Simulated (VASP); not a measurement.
# SiC (F-43m) in VASP: further runs

The runs below take SiC through single point, relaxation of cell and atoms, with PBEsol.

Everything below comes from runs of VASP 6.6.1. Logs are shortened: lines on timing, memory, paths and dates and some standing lists are left out, and cuts for length are marked.

**The experiment to reproduce.**

From “Insight into the structural, elastic and electronic properties of a new orthorhombic 6O-SiC polytype”, 2020, pmc:7200658, for a bulk crystal of SiC: band gap 2.4 eV (indirect).

The runs below are set against these values where they give the same quantity.

**1. The cell of the first run**

The structure is cubic, space group F-43m (No. 216). The conventional cell has a = 4.357 Å, b = 4.357 Å, c = 4.357 Å, α = 90.00°, β = 90.00°, γ = 90.00°. Si (site symmetry -43m) has 4 C at 1.89 Å within 2.5 Å. C (site symmetry -43m) has 4 Si at 1.89 Å within 2.5 Å.

**2. Single point, PBEsol**

INCAR reads:

```
PREC = Accurate
ENCUT = 520
EDIFF = 1E-6
ISMEAR = 0
SIGMA = 0.02
LREAL = False
LASPH = True
NELM = 60
ALGO = Normal
ISIF = 2
LWAVE = False
LCHARG = True
GGA = PS
LELF = True
LVHAR = True
NBANDS = 11
```

KPOINTS reads:

```
Automatic mesh
0
Gamma
  10 10 10
```

POSCAR reads:

```
SiC
1.0
    0.0000000000      2.1784203227      2.1784203227
    2.1784203227      0.0000000000      2.1784203227
    2.1784203227      2.1784203227      0.0000000000
Si C
1 1
Direct
    0.0000000000      0.0000000000      0.0000000000
    0.2500000000      0.2500000000      0.2500000000
```

Potentials or basis: VASP PAW PBE potentials, release 64 (Si, C).

The run is started by

```
$ cat potpaw_PBE.64/Si/POTCAR potpaw_PBE.64/C/POTCAR > POTCAR
$ mpirun -np 1 vasp_std > vasp.out
```

OUTCAR:

```text
PREC = Accurate
   ENCUT = 520
   EDIFF = 1E-6
   ISMEAR = 0
   LREAL = False
   LASPH = True
   NELM = 60
   ISIF = 2
   GGA = PS

 ion  position               nearest neighbor table
   1  0.000  0.000  0.000-   2 1.89   2 1.89   2 1.89   2 1.89
   2  0.250  0.250  0.250-   1 1.89   1 1.89   1 1.89   1 1.89

  LATTYP: Found a face centered cubic cell.
 ALAT       =     4.3568406454

  Lattice vectors:

 A1 = (   0.0000000000,   2.1784203227,   2.1784203227)
 A2 = (   2.1784203227,   0.0000000000,   2.1784203227)
 A3 = (   2.1784203227,   2.1784203227,   0.0000000000)

Analysis of symmetry for initial positions (statically):
=====================================================================
 Subroutine PRICEL returns:
 Original cell was already a primitive cell.

 Routine SETGRP: Setting up the symmetry group for a
 face centered cubic supercell.

 Subroutine GETGRP returns: Found 24 space group operations
 (whereof 24 operations were pure point group operations)
 out of a pool of 48 trial point group operations.

The static configuration has the point symmetry T_d .

Analysis of symmetry for dynamics (positions and initial velocities):
=====================================================================
 Subroutine PRICEL returns:
 Original cell was already a primitive cell.

 Routine SETGRP: Setting up the symmetry group for a
 face centered cubic supercell.

 Subroutine GETGRP returns: Found 24 space group operations
 (whereof 24 operations were pure point group operations)
 out of a pool of 48 trial point group operations.

The dynamic configuration has the point symmetry T_d .

 Subroutine INISYM returns: Found 24 space group operations
 (whereof 24 operations are pure point group operations),
 and found     1 'primitive' translations

----------------------------------------------------------------------------------------

                                     Primitive cell

  volume of cell :      20.6755

  direct lattice vectors                    reciprocal lattice vectors
     0.000000000  2.178420323  2.178420323    -0.229524117  0.229524117  0.229524117
     2.178420323  0.000000000  2.178420323     0.229524117 -0.229524117  0.229524117
     2.178420323  2.178420323  0.000000000     0.229524117  0.229524117 -0.229524117

  length of vectors
     3.080751565  3.080751565  3.080751565     0.397547431  0.397547431  0.397547431

  position of ions in fractional coordinates (direct lattice)
     0.000000000  0.000000000  0.000000000
     0.250000000  0.250000000  0.250000000

  ion indices of the primitive-cell ions
   primitive index   ion index
                 1           1
                 2           2

----------------------------------------------------------------------------------------

 KPOINTS: Automatic mesh

Automatic generation of k-mesh.
 Grid dimensions read from file:
 generate k-points for:   10   10   10

 Generating k-lattice:

  Cartesian coordinates                     Fractional coordinates (reciprocal lattice)
    -0.022952412  0.022952412  0.022952412     0.100000000  0.000000000  0.000000000
     0.022952412 -0.022952412  0.022952412     0.000000000  0.100000000  0.000000000
     0.022952412  0.022952412 -0.022952412     0.000000000  0.000000000  0.100000000

  Length of vectors
     0.039754743  0.039754743  0.039754743

  Shift w.r.t. Gamma in fractional coordinates (k-lattice)
     0.000000000  0.000000000  0.000000000

 Subroutine IBZKPT returns following result:
 ===========================================

 Found     47 irreducible k-points:

 Following reciprocal coordinates:
            Coordinates               Weight
  0.000000  0.000000  0.000000      1.000000
  0.100000  0.000000  0.000000      8.000000
  0.200000  0.000000  0.000000      8.000000
  0.300000  0.000000  0.000000      8.000000
  0.400000  0.000000  0.000000      8.000000
  0.500000  0.000000  0.000000      4.000000
[... 16 lines left out ...]
  0.300000  0.300000  0.000000      6.000000
  0.400000  0.300000  0.000000     24.000000
 [... further k-points ...]
   k-points           NKPTS =     47   k-points in BZ     NKDIM =     47   number of bands    NBANDS=     11
   number of dos      NEDOS =    301   number of ions     NIONS =      2
   total plane-waves  NPLWV =  13824
   dimension x,y,z NGX =    24 NGY =   24 NGZ =   24
   dimension x,y,z NGXF=    48 NGYF=   48 NGZF=   48
   ions per type =               1   1
   NGX,Y,Z   is equivalent  to a cutoff of  12.95, 12.95, 12.95 a.u.
   NGXF,Y,Z  is equivalent  to a cutoff of  25.90, 25.90, 25.90 a.u.
 SYSTEM =  unknown system
   PREC   = accura    normal or accurate (medium, high low for compatibility)
   ISTART =      0    job   : 0-new  1-cont  2-samecut
   ICHARG =      2    charge: 1-file 2-atom 10-const
   ISPIN  =      1    spin polarized calculation?
   LNONCOLLINEAR =      F non collinear calculations
   LSORBIT =      F    spin-orbit coupling
   LASPH  =      T    aspherical Exc in radial PAW
   ENCUT  =  520.0 eV  38.22 Ry    6.18 a.u.   5.73  5.73  5.73*2*pi/ulx,y,z
   NELM   =     60;   NELMIN=  2; NELMDL= -5     # of ELM steps
   EDIFF  = 0.1E-05   stopping-criterion for ELM
   LREAL  =      F    real-space projection
   EDIFFG = 0.1E-04   stopping-criterion for IOM
   NSW    =      0    number of steps for IOM
   IBRION =     -1    ionic relax: 0-MD 1-quasi-New 2-CG
   NFREE  =      0    steps in history (QN), initial steepest desc. (CG)
   ISIF   =      2    stress and relaxation
   ISYM   =      2    0-nonsym 1-usesym 2-fastsym
   POTIM  = 0.5000    time-step for ionic-motion
   TEBEG  =    0.0;   TEEND  =   0.0 temperature during run
   PSTRESS=    0.0 pullay stress
   NELECT =       8.0000    total number of electrons
   NUPDOWN=      -1.0000    fix difference up-down
   EMIN   =  10.00;   EMAX   =-10.00  energy-range for DOS
   EFERMI =   0.00;   METHOD = LEGACY
   ISMEAR =     0;   SIGMA  =   0.02  broadening in eV -4-tet -1-fermi 0-gaus
   EFERMI_NEDOS =   21; number of points for ismear=-14 and -15
   IALGO  =     38    algorithm
   IMIX   =      4    mixing-type and parameters
     AMIX     =   0.40;   BMIX     =  1.00
     AMIX_MAG =   1.60;   BMIX_MAG =  1.00
  volume/ion in A,a.u.               =      10.34        69.76
  Fermi-wavevector in a.u.,A,eV,Ry     =   1.192943  2.254336 19.362639  1.423114
  Thomas-Fermi vector in A             =   2.328970
   LORBIT       =      0    0 simple, 1 ext, 2 COOP (PROOUT), +10 PAW based schemes
   GGA     = PS    functional components
   LHFCALC =     F    Hartree Fock is set to
   AEXX    =    0.0000 exact exchange contribution
   IVDW    =     0    specifies the selected vdW correction
   LEPSILON=     F    determine dielectric tensor
   LRPA    =     F    only Hartree local field effects (RPA)
 non-spin polarized calculation
 Gauss-broadening in eV      SIGMA  =   0.02
  energy-cutoff  :      520.00
  volume of cell :       20.68
 maximum number of plane-waves:       568
   NGX = 11   NGY = 11   NGZ = 11

 number of electron       8.0000001 magnetization

 Free energy of the ion-electron system (eV)
  ---------------------------------------------------
  ext. energy  EPLUGINS =         0.00000000
  ---------------------------------------------------
  free energy    TOTEN  =       -15.91495140 eV

  energy without entropy =      -15.91495140  energy(sigma->0) =      -15.91495140

 E-fermi :   8.1964     XC(G=0): -11.5084

 val. band max:        8.0655587130   @ k =   0.0000   0.0000   0.0000
 cond. band min:       9.2985913562   @ k =   0.5000   0.5000   0.0000
 fundamental gap:      1.2330326432
 Fermi energy:         8.1963532326

 k-point     1 :       0.0000    0.0000    0.0000
  band No.  band energies     occupation
      1      -7.3649      2.00000
      2       8.0656      2.00000
      3       8.0656      2.00000
      4       8.0656      2.00000
      5      14.2620      0.00000
      6      15.3135      0.00000
      7      15.3135      0.00000
      8      15.3135      0.00000
      9      22.5265      0.00000
     10      22.5265      0.00000
     11      24.3403      0.00000

 k-point     2 :       0.1000    0.0000    0.0000
  band No.  band energies     occupation
      1      -7.1686      2.00000
      2       7.0503      2.00000
      3       7.9307      2.00000
      4       7.9307      2.00000
      5      14.5122      0.00000
      6      15.5579      0.00000
      7      15.5579      0.00000
      8      15.5953      0.00000
      9      21.5499      0.00000
     10      21.5499      0.00000
     11      24.1411      0.00000

 k-point     3 :       0.2000    0.0000    0.0000
  band No.  band energies     occupation
      1      -6.5881      2.00000
      2       4.9191      2.00000
      3       7.6220      2.00000
      4       7.6220      2.00000
      5      14.2127      0.00000
      6      15.9147      0.00000
      7      15.9147      0.00000
      8      16.7912      0.00000
      9      20.8755      0.00000
     10      20.8755      0.00000
     11      23.2591      0.00000

 k-point     4 :       0.3000    0.0000    0.0000
  band No.  band energies     occupation
      1      -5.6580      2.00000
      2       2.5937      2.00000
      3       7.3047      2.00000
      4       7.3047      2.00000
      5      13.8043      0.00000
      6      15.7654      0.00000
      7      15.7654      0.00000
      8      17.7340      0.00000
      9      21.7026      0.00000
     10      21.7026      0.00000
     11      23.0075      0.00000
[... 239 lines left out ...]
 k-point    22 :      -0.2000    0.2000    0.0000
  band No.  band energies     occupation
      1      -5.3461      2.00000
      2       3.2488      2.00000
      3       4.8112      2.00000
      4       7.4160      2.00000
      5      14.5475      0.00000
      6      16.0032      0.00000
      7      16.3773      0.00000
      8      17.1552      0.00000
      9      19.4997      0.00000
     10      23.3698      0.00000
     11      27.1219      0.00000

 k-point    23 :       0.3000    0.3000    0.0000
  band No.  band energies     occupation
      1      -5.0796      2.00000
      2       3.7083      2.00000
      3       5.6817      2.00000
      4       5.6817      2.00000
      5      11.1230      0.00000
      6      13.5644      0.00000
      7      19.5437      0.00000
      8      19.5437      0.00000
      9      20.4042      0.00000
     10      25.1099      0.00000
     11      29.6541      0.00000

 k-point    24 :       0.4000    0.3000    0.0000
  band No.  band energies     occupation
      1      -4.2031      2.00000
      2       2.4784      2.00000
      3       4.8799      2.00000
      4       5.4180      2.00000
      5      10.8225      0.00000
      6      13.5804      0.00000
      7      19.6273      0.00000
      8      19.9359      0.00000
      9      21.7530      0.00000
     10      26.0866      0.00000
     11      29.2467      0.00000

 [... further k-points ...]

------------------------ aborting loop because EDIFF is reached ----------------------------------------

  FORCE on cell =-STRESS in cart. coord.  units (eV):
  Direction    XX          YY          ZZ          XY          YZ          ZX
  --------------------------------------------------------------------------------------
  -------------------------------------------------------------------------------------
  Total        0.0454741      0.0454741      0.0454741      0.0000000      0.0000000      0.0000000
  in kB        3.5238648      3.5238648      3.5238648      0.0000000      0.0000000      0.0000000
  external PRESSURE =       3.5238648 kB  Pullay stress =       0.0000000 kB

 VOLUME and BASIS-vectors are now :
 -----------------------------------------------------------------------------
  energy-cutoff  :      520.00
  volume of cell :       20.68
      direct lattice vectors                 reciprocal lattice vectors
     0.000000000  2.178420323  2.178420323    -0.229524117  0.229524117  0.229524117
     2.178420323  0.000000000  2.178420323     0.229524117 -0.229524117  0.229524117
     2.178420323  2.178420323  0.000000000     0.229524117  0.229524117 -0.229524117

 POSITION                                       TOTAL-FORCE (eV/Angst)
 -----------------------------------------------------------------------------------
      0.00000      0.00000      0.00000        -0.000000     -0.000000     -0.000000
      1.08921      1.08921      1.08921         0.000000      0.000000      0.000000
 -----------------------------------------------------------------------------------
    total drift:                                0.000000      0.000000      0.000000

  FREE ENERGIE OF THE ION-ELECTRON SYSTEM (eV)
  ---------------------------------------------------
  free  energy   TOTEN  =       -15.9149514021 eV

  energy  without entropy=      -15.9149514021  energy(sigma->0) =      -15.91495140
```

Run time: 9.9 s. Hardware: 1 thread of AMD EPYC 7R13 (Zen 3), shared host; peak memory 0.1 GiB.

Results:

```yaml
Free_energy: -15.9150 eV
Pressure: 0.4 GPa
Band_gap_on_the_k_mesh: 1.23 eV, indirect (least direct gap 4.44 eV)
```

Caveat: the PAW data sets were made with another functional, which shifts forces and pressure a little.

**3. Relaxation of cell and atoms, PBEsol**

INCAR reads:

```
ALGO = Normal
EDIFF = 1E-6
EDIFFG = -0.005
ENCUT = 600
GGA = PS
IBRION = 2
ISIF = 3
ISMEAR = 0
LASPH = True
LCHARG = False
LREAL = False
LWAVE = False
NELM = 100
NSW = 100
PREC = Accurate
SIGMA = 0.02
```

KPOINTS reads:

```
k-points
0
Gamma
  10 10 10
```

POSCAR reads:

```
SiC
1.0
    0.0000000000      2.1790000000      2.1790000000
    2.1790000000      0.0000000000      2.1790000000
    2.1790000000      2.1790000000      0.0000000000
Si C
1 1
Direct
    0.0000000000      0.0000000000      0.0000000000
    0.2500000000      0.2500000000      0.2500000000
```

Potentials or basis: VASP PAW PBE potentials, release 64 (Si, C).

The run is started by

```
$ cat potpaw_PBE.64/Si/POTCAR potpaw_PBE.64/C/POTCAR > POTCAR
$ mpirun -np 1 vasp_std > vasp.out
```

OUTCAR:

```text
EDIFF = 1E-6
   EDIFFG = -0.005
   ENCUT = 600
   GGA = PS
   IBRION = 2
   ISIF = 3
   ISMEAR = 0
   LASPH = True
   LREAL = False
   NELM = 100
   NSW = 100
   PREC = Accurate

 ion  position               nearest neighbor table
   1  0.000  0.000  0.000-   2 1.89   2 1.89   2 1.89   2 1.89
   2  0.250  0.250  0.250-   1 1.89   1 1.89   1 1.89   1 1.89

  LATTYP: Found a face centered cubic cell.
 ALAT       =     4.3580000000

  Lattice vectors:

 A1 = (   0.0000000000,   2.1790000000,   2.1790000000)
 A2 = (   2.1790000000,   0.0000000000,   2.1790000000)
 A3 = (   2.1790000000,   2.1790000000,   0.0000000000)

Analysis of symmetry for initial positions (statically):
=====================================================================
 Subroutine PRICEL returns:
 Original cell was already a primitive cell.

 Routine SETGRP: Setting up the symmetry group for a
 face centered cubic supercell.

 Subroutine GETGRP returns: Found 24 space group operations
 (whereof 24 operations were pure point group operations)
 out of a pool of 48 trial point group operations.

The static configuration has the point symmetry T_d .

Analysis of symmetry for dynamics (positions and initial velocities):
[... 170 lines left out ...]
      1      -7.3681      2.00000
      2       8.0559      2.00000
      3       8.0559      2.00000
      4       8.0559      2.00000
      5      14.2427      0.00000
      6      15.2991      0.00000
      7      15.2991      0.00000
      8      15.2991      0.00000
[... 243 lines left out ...]
 k-point    24 :       0.4000    0.3000    0.0000
  band No.  band energies     occupation
      1      -4.2085      2.00000
      2       2.4698      2.00000
      3       4.8720      2.00000
      4       5.4097      2.00000
      5      10.8127      0.00000
      6      13.5681      0.00000
      7      19.6090      0.00000
      8      19.9187      0.00000

 [... further k-points ...]

------------------------ aborting loop because EDIFF is reached ----------------------------------------

  FORCE on cell =-STRESS in cart. coord.  units (eV):
  Direction    XX          YY          ZZ          XY          YZ          ZX
  --------------------------------------------------------------------------------------
  -------------------------------------------------------------------------------------
  Total        0.0058220      0.0058220      0.0058220      0.0000000      0.0000000      0.0000000
  in kB        0.4507971      0.4507971      0.4507971      0.0000000      0.0000000      0.0000000
  external PRESSURE =       0.4507971 kB  Pullay stress =       0.0000000 kB

 VOLUME and BASIS-vectors are now :
 -----------------------------------------------------------------------------
  energy-cutoff  :      600.00
  volume of cell :       20.69
      direct lattice vectors                 reciprocal lattice vectors
     0.000000000  2.179000000  2.179000000    -0.229463056  0.229463056  0.229463056
     2.179000000  0.000000000  2.179000000     0.229463056 -0.229463056  0.229463056
     2.179000000  2.179000000  0.000000000     0.229463056  0.229463056 -0.229463056

 POSITION                                       TOTAL-FORCE (eV/Angst)
 -----------------------------------------------------------------------------------
      0.00000      0.00000      0.00000        -0.000000     -0.000000      0.000000
      1.08950      1.08950      1.08950         0.000000      0.000000     -0.000000
 -----------------------------------------------------------------------------------
    total drift:                               -0.000000     -0.000000     -0.000000

  FREE ENERGIE OF THE ION-ELECTRON SYSTEM (eV)
  ---------------------------------------------------
  free  energy   TOTEN  =       -15.9161082006 eV

  energy  without entropy=      -15.9161082006  energy(sigma->0) =      -15.91610820

 reached required accuracy - stopping structural energy minimisation
```

Wall time 11 s (1 thread of AMD EPYC 7R13 (Zen 3), shared host); peak memory 0.12 GiB.

What came out:

```yaml
Free_energy: -15.9161 eV
Pressure_after_relaxing: 0.0 GPa
Band_gap_on_the_k_mesh: 1.23 eV, indirect (least direct gap 4.44 eV)
```

Final structure:
```
Si C
1.0
     0.00000    2.17900    2.17900
     2.17900    0.00000    2.17900
     2.17900    2.17900    0.00000
Si C
1 1
Direct
  0.00000 0.00000 0.00000
  0.25000 0.25000 0.25000
```

Caveat: the relaxation stopped at its first step, so nothing moved; the PAW data sets were made with another functional, which shifts forces and pressure a little. A k mesh can miss the band edges.

(Continued in part 2 of 2.)
